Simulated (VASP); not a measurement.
# BP (F-43m) in VASP: elastic constants with r2SCAN

Aim: the elastic constants of BP with r2SCAN.

All numbers are computed with VASP 6.6.1; they aren't measurements. Logs are shortened: lines on timing, memory, paths and dates and some standing lists are left out, and cuts for length are marked.

## (1) The cell of the first run

The structure is cubic, space group F-43m (No. 216). Conventional cell: a = 4.537 Å, b = 4.537 Å, c = 4.537 Å, α = 90.00°, β = 90.00°, γ = 90.00°. B (site symmetry -43m) has 4 P at 1.96 Å within 2.6 Å. Within 2.6 Å of P (site symmetry -43m) lie 4 B at 1.96 Å.

## (2) Elastic constants, r2SCAN

File INCAR:

```
PREC = Accurate ; ENCUT = 600
EDIFF = 1E-8 ; ISMEAR = 0
SIGMA = 0.01 ; LREAL = False
LASPH = True ; NELM = 100
ALGO = Normal ; ISIF = 3
LWAVE = False ; LCHARG = False
METAGGA = R2SCAN ; LMIXTAU = True
IBRION = 6 ; NFREE = 2
POTIM = 0.015 ; NSW = 1
```

File KPOINTS:

```
regular mesh
0
Gamma
  8 8 8
```

File POSCAR:

```
BP
1.0
    2.2682571427      2.2682571427      0.0000000000
   -2.2682571427      2.2682571427      0.0000000000
    0.0000000000      2.2682571427      2.2682571427
B P
1 1
Direct
    0.0000000000      0.0000000000      0.0000000000
    0.7500000000      0.2500000000      0.5000000000
```

Potentials or basis: VASP PAW PBE potentials, release 64 (B, P).

The run is started by

```bash
cat potpaw_PBE.64/B/POTCAR potpaw_PBE.64/P/POTCAR > POTCAR
mpirun -np 1 vasp_std > vasp.out
```

OUTCAR:

```text
PREC = Accurate
   ENCUT = 600
   EDIFF = 1E-8
   ISMEAR = 0
   LREAL = False
   LASPH = True
   NELM = 100
   ISIF = 3
   METAGGA = R2SCAN
   IBRION = 6
   NFREE = 2
   POTIM = 0.015
   NSW = 1

 ion  position               nearest neighbor table
   1  0.000  0.000  0.000-   2 1.96   2 1.96   2 1.96   2 1.96
   2  0.750  0.250  0.500-   1 1.96   1 1.96   1 1.96   1 1.96

  LATTYP: Found a face centered cubic cell.
 ALAT       =     4.5365142854

  Lattice vectors:

 A1 = (   0.0000000000,   2.2682571427,   2.2682571427)
 A2 = (   2.2682571427,   0.0000000000,   2.2682571427)
 A3 = (   2.2682571427,   2.2682571427,   0.0000000000)

Analysis of symmetry for initial positions (statically):
=====================================================================
 Subroutine PRICEL returns:
 Original cell was already a primitive cell.

 Routine SETGRP: Setting up the symmetry group for a
 face centered cubic supercell.

 Subroutine GETGRP returns: Found 24 space group operations
 (whereof 24 operations were pure point group operations)
 out of a pool of 48 trial point group operations.

The static configuration has the point symmetry T_d .

Analysis of symmetry for dynamics (positions and initial velocities):
=====================================================================
 Subroutine PRICEL returns:
 Original cell was already a primitive cell.

 Routine SETGRP: Setting up the symmetry group for a
 face centered cubic supercell.

 Subroutine GETGRP returns: Found 24 space group operations
 (whereof 24 operations were pure point group operations)
 out of a pool of 48 trial point group operations.

The dynamic configuration has the point symmetry T_d .

 Subroutine INISYM returns: Found 24 space group operations
 (whereof 24 operations are pure point group operations),
 and found     1 'primitive' translations

----------------------------------------------------------------------------------------

                                     Primitive cell

  volume of cell :      23.3403

  direct lattice vectors                    reciprocal lattice vectors
     2.268257143  2.268257143  0.000000000     0.220433561  0.220433561 -0.220433561
    -2.268257143  2.268257143  0.000000000    -0.220433561  0.220433561 -0.220433561
     0.000000000  2.268257143  2.268257143     0.000000000  0.000000000  0.440867123

  length of vectors
     3.207800014  3.207800014  3.207800014     0.381802128  0.381802128  0.440867123

  position of ions in fractional coordinates (direct lattice)
     0.000000000  0.000000000  0.000000000
     0.750000000  0.250000000  0.500000000

  ion indices of the primitive-cell ions
   primitive index   ion index
                 1           1
                 2           2

----------------------------------------------------------------------------------------

 KPOINTS: regular mesh

Automatic generation of k-mesh.
 Grid dimensions read from file:
 generate k-points for:    8    8    8

 Generating k-lattice:
[... 108 lines left out ...]
  ext. energy  EPLUGINS =         0.00000000
  ---------------------------------------------------
  free energy    TOTEN  =       -17.31205555 eV

  energy without entropy =      -17.31205555  energy(sigma->0) =      -17.31205555

------------------------ aborting loop because EDIFF is reached ----------------------------------------

  FORCE on cell =-STRESS in cart. coord.  units (eV):
  Direction    XX          YY          ZZ          XY          YZ          ZX
  --------------------------------------------------------------------------------------
  -------------------------------------------------------------------------------------
  Total       -0.0699241     -0.0699241     -0.0699241      0.0000000      0.0000000     -0.0000000
  in kB       -4.7998859     -4.7998859     -4.7998859      0.0000000      0.0000000     -0.0000000
  external PRESSURE =      -4.7998859 kB  Pullay stress =       0.0000000 kB
[... 89 lines left out ...]
  FREE ENERGIE OF THE ION-ELECTRON SYSTEM (eV)
  ---------------------------------------------------
  free  energy   TOTEN  =       -17.3071260591 eV

  energy  without entropy=      -17.3071260591  energy(sigma->0) =      -17.30712606

[... ionic steps 4 to 14 ...]

--------------------------------------- Ionic step       15  -------------------------------------------

 number of electron       8.0000000 magnetization

------------------------ aborting loop because EDIFF is reached ----------------------------------------
[... 67 lines left out ...]
--------------------------------------- Ionic step       17  -------------------------------------------

 number of electron       8.0000000 magnetization

 Free energy of the ion-electron system (eV)
  ---------------------------------------------------
  ext. energy  EPLUGINS =         0.00000000
  ---------------------------------------------------
  free energy    TOTEN  =       -17.30983646 eV

  energy without entropy =      -17.30983646  energy(sigma->0) =      -17.30983646

 E-fermi :   7.6406     XC(G=0): -11.5048

 val. band max:        7.5245049698   @ k =   0.0000   0.0000   0.0000
 cond. band min:       8.8751514388   @ k =  -0.3750   0.3750   0.0000
 fundamental gap:      1.3506464689
 Fermi energy:         7.6405986340

 k-point     1 :       0.0000    0.0000    0.0000
  band No.  band energies     occupation
      1      -8.8672      2.00000
      2       7.2770      2.00000
      3       7.4019      2.00000
      4       7.5245      2.00000
      5      10.9613      0.00000
      6      11.0418      0.00000
      7      11.1253      0.00000
      8      15.4271      0.00000
[... 243 lines left out ...]
 k-point    24 :       0.5000    0.2500    0.1250
  band No.  band energies     occupation
      1      -4.6548      2.00000
      2      -1.5511      2.00000
      3       2.6237      2.00000
      4       4.1585      2.00000
      5      11.9978      0.00000
      6      12.9614      0.00000
      7      16.2974      0.00000
      8      17.9048      0.00000

 [... further k-points ...]

------------------------ aborting loop because EDIFF is reached ----------------------------------------

  FORCE on cell =-STRESS in cart. coord.  units (eV):
  Direction    XX          YY          ZZ          XY          YZ          ZX
  --------------------------------------------------------------------------------------
  -------------------------------------------------------------------------------------
  Total       -0.0695203     -0.0657058     -0.0657058      0.0000000     -0.1016548      0.0000000
  in kB       -4.7721620     -4.5103186     -4.5103186      0.0000000     -6.9780072      0.0000000
  external PRESSURE =      -4.5975997 kB  Pullay stress =       0.0000000 kB
[... 17 lines left out ...]
  FREE ENERGIE OF THE ION-ELECTRON SYSTEM (eV)
  ---------------------------------------------------
  free  energy   TOTEN  =       -17.3098364608 eV

  energy  without entropy=      -17.3098364608  energy(sigma->0) =      -17.30983646

 INTERNAL STRAIN TENSORS FROM STRAINED CELLS
 ============================================

 INTERNAL STRAIN TENSOR FOR ION    1 for displacements in x,y,z  (eV/Angst):
          X           Y           Z          XY          YZ          ZX
  --------------------------------------------------------------------------------
  x     0.00000     0.00000    -0.00000    -0.00000    -6.78377     0.00000
  y    -0.00000    -0.00000    -0.00000    -0.00000    -0.00000    -6.78381
  z    -0.00000    -0.00000     0.00000    -6.78357    -0.00000     0.00000

 INTERNAL STRAIN TENSORS FROM DISPLACED ATOMS
 ============================================

 INTERNAL STRAIN TENSOR FOR ION    1 for displacements in x,y,z  (eV/Angst):
          X           Y           Z          XY          YZ          ZX
  --------------------------------------------------------------------------------
  x    -0.00000    -0.00000    -0.00000     0.00000    -6.76662    -0.00000
  y    -0.00000     0.00000    -0.00000     0.00000    -0.00000    -6.76662
  z    -0.00000    -0.00000    -0.00000    -6.76662     0.00000     0.00000

 INTERNAL STRAIN TENSOR FOR ION    2 for displacements in x,y,z  (eV/Angst):
          X           Y           Z          XY          YZ          ZX
  --------------------------------------------------------------------------------
  x     0.00000     0.00000     0.00000     0.00000     6.78354     0.00000
  y    -0.00000     0.00000     0.00000     0.00000     0.00000     6.78354
  z     0.00000     0.00000     0.00000     6.78354     0.00000     0.00000

 Eigenvectors and eigenvalues of the dynamical matrix
 ----------------------------------------------------

   1 f  =   24.527464 THz   154.110602 2PiTHz  818.148139 cm-1   101.437395 meV
             X         Y         Z           dx          dy          dz
      0.000000  0.000000  0.000000    -0.860982    0.000000   -0.000000
      1.134129  3.402386  1.134129     0.508636    0.000000    0.000000
[... 21 lines left out ...]
   6 f/i=    0.000527 THz     0.003314 2PiTHz    0.017594 cm-1     0.002181 meV
             X         Y         Z           dx          dy          dz
      0.000000  0.000000  0.000000     0.000000   -0.000000   -0.508636
      1.134129  3.402386  1.134129    -0.000000    0.000000   -0.860982

--------------------------------------------------------------------------------------------------------

 ELASTIC MODULI CONTR FROM IONIC RELAXATION (kBar)
 Direction    XX          YY          ZZ          XY          YZ          ZX
 --------------------------------------------------------------------------------
 XX          -0.0000     -0.0000     -0.0000     -0.0000     -0.0000      0.0000
 YY          -0.0000     -0.0000     -0.0000     -0.0000     -0.0000      0.0000
 ZZ          -0.0000     -0.0000     -0.0000     -0.0000     -0.0000     -0.0000
 XY          -0.0000     -0.0000     -0.0000   -159.7336     -0.0000     -0.0000
 YZ          -0.0000     -0.0000     -0.0000     -0.0000   -159.7336      0.0000
 ZX           0.0000      0.0000     -0.0000     -0.0000      0.0000   -159.7336
 --------------------------------------------------------------------------------

 TOTAL ELASTIC MODULI (kBar)
 Direction    XX          YY          ZZ          XY          YZ          ZX
 --------------------------------------------------------------------------------
 XX        3618.7538    727.5904    727.5904     -0.0000     -0.0000      0.0000
 YY         727.5904   3618.7538    727.5904     -0.0000     -0.0000      0.0000
 ZZ         727.5904    727.5904   3618.7538     -0.0000     -0.0000     -0.0000
 XY          -0.0000     -0.0000     -0.0000   1981.8028     -0.0000     -0.0000
 YZ          -0.0000     -0.0000     -0.0000     -0.0000   1981.8028      0.0000
 ZX           0.0000      0.0000     -0.0000     -0.0000      0.0000   1981.8028
 --------------------------------------------------------------------------------
```

Wall time 16 min (1 thread of Intel Xeon 6975P-C (Granite Rapids), shared host); peak memory 0.22 GiB.

What came out:

```
Elastic constants C11, C12, C44                         : 362, 73, 198 GPa
Voigt bulk modulus                                      : 169 GPa
Highest phonon frequency at Γ, LO-TO splitting left out : 818 cm⁻¹
```

Phonon frequencies in cm⁻¹ (negative: imaginary):
| q point | frequencies |
| --- | --- |
| (0.000, 0.000, 0.000) | 0 0 0 818 818 818 |

Elastic tensor in Voigt notation (GPa, in the Cartesian axes of the cell as first typed):
```
362  73  73   0   0   0
 73 362  73   0   0   0
 73  73 362   0   0   0
  0   0   0 198   0   0
  0   0   0   0 198   0
  0   0   0   0   0 198
```

Clamped-ion elastic tensor (GPa):
```
362  73  73   0   0   0
 73 362  73   0   0   0
 73  73 362   0   0   0
  0   0   0 214   0   0
  0   0   0   0 214   0
  0   0   0   0   0 214
```

Caveat: the PAW data sets were made with another functional, which shifts forces and pressure a little.
